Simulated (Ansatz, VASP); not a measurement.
# Two plane-wave programs on In2SiS

The input INCAR:

```
SYSTEM = In2SiS
ALGO     = Normal         ! electronic algorithm
EDIFF    = 1E-7           ! SCF threshold, eV
EDIFFG   = -0.08          ! ionic threshold
ENCUT    = 500            ! plane-wave cutoff, eV
GGA      = PE             ! functional
GGA_COMPAT= .False.      
IBRION   = 2              ! ionic algorithm
ISIF     = 3              ! what is computed and relaxed
ISMEAR   = 0              ! smearing method
LASPH    = .True.         ! aspherical terms in the spheres
LCHARG   = .False.        ! write CHGCAR
LREAL    = .False.        ! projectors in reciprocal space
LWAVE    = .False.        ! write WAVECAR
NELM     = 120            ! most SCF steps
NELMIN   = 4            
NSW      = 36             ! ionic steps
PREC     = Accurate       ! precision mode
SIGMA    = 0.15           ! smearing width, eV
```

KPOINTS

```
k-points
0
Gamma
  2 2 3
  0 0 0
```

Contents of POSCAR:

```
In2SiS
1.0
    6.4996975400      0.0000000000      0.0000000000
    0.0000000000      7.7143154700      0.0000000000
    0.0000000000      0.0000000000      4.1469720900
In Si S
4 2 2
Direct
    0.4094783500      0.6299771100      0.0000000000
    0.5905216500      0.3700228900      0.0000000000
    0.0905216500      0.1299771100      0.0000000000
    0.9094783500      0.8700228900      0.0000000000
    0.0000000000      0.0000000000      0.5000000000
    0.5000000000      0.5000000000      0.5000000000
    0.0000000000      0.5000000000      0.0000000000
    0.5000000000      0.0000000000      0.0000000000
```

Input for Ansatz:

```yaml
crystal:
  lattice:
    - [6.49969754, 0.0, 0.0]
    - [0.0, 7.71431547, 0.0]
    - [0.0, 0.0, 4.14697209]
  atoms:
    - { symbol: In, position: [0.40947835, 0.62997711, 0.0] }
    - { symbol: In, position: [0.59052165, 0.37002289, 0.0] }
    - { symbol: In, position: [0.09052165, 0.12997711, 0.0] }
    - { symbol: In, position: [0.90947835, 0.87002289, 0.0] }
    - { symbol: Si, position: [0.0, 0.0, 0.5] }
    - { symbol: Si, position: [0.5, 0.5, 0.5] }
    - { symbol: S, position: [0.0, 0.5, 0.0] }
    - { symbol: S, position: [0.5, 0.0, 0.0] }
basis:
  ecutwfc: 420
kpoints:
  mp_grid: { grid: [2, 2, 3] }
hamiltonian:
  xc: pbe
scf:
  occupations: { method: gaussian, width: 0.15 }
  lower_state_search: "off"
output:
  forces: true
  stress: true
  eigenvalues: true
relax:
  adjacent_minimum: "off"
  f_tol: 0.08
  max_steps: 16
  cell: { stress_tol: 0.8 }
```

Alike in both runs: task relaxation of cell and atoms; functional PBE; k mesh 2 × 2 × 3; occupations gaussian, width 0.15 eV; no spin polarisation.

|  | VASP | Ansatz |
| --- | --- | --- |
| version | VASP 6.6.1 | Ansatz 0.2.0 |
| potentials or method | VASP PAW PBE potentials, release 64 (In_d, Si, S), cutoff 500 eV | scalar-relativistic, plane waves, PAW |
| valence electrons in the cell | 72 | 72 |

Ansatz gave:

```
gap on the k mesh at the Fermi level, each at its own relaxed structure (eV) : none
relaxed volume (Å³/atom)                                                     : 27.32
relaxed cell length with the largest relative difference (Å)                 : 4.246
```

**Question.** What did VASP give for the same quantities?

**Answer.** gap on the k mesh at the Fermi level, each at its own relaxed structure (eV): none; relaxed volume (Å³/atom): 27.00; relaxed cell length with the largest relative difference (Å): 4.185.

A gap of «none» marks a metal or a gap that the smearing closes.

The k mesh is coarse, so the values compare programs but aren't converged.
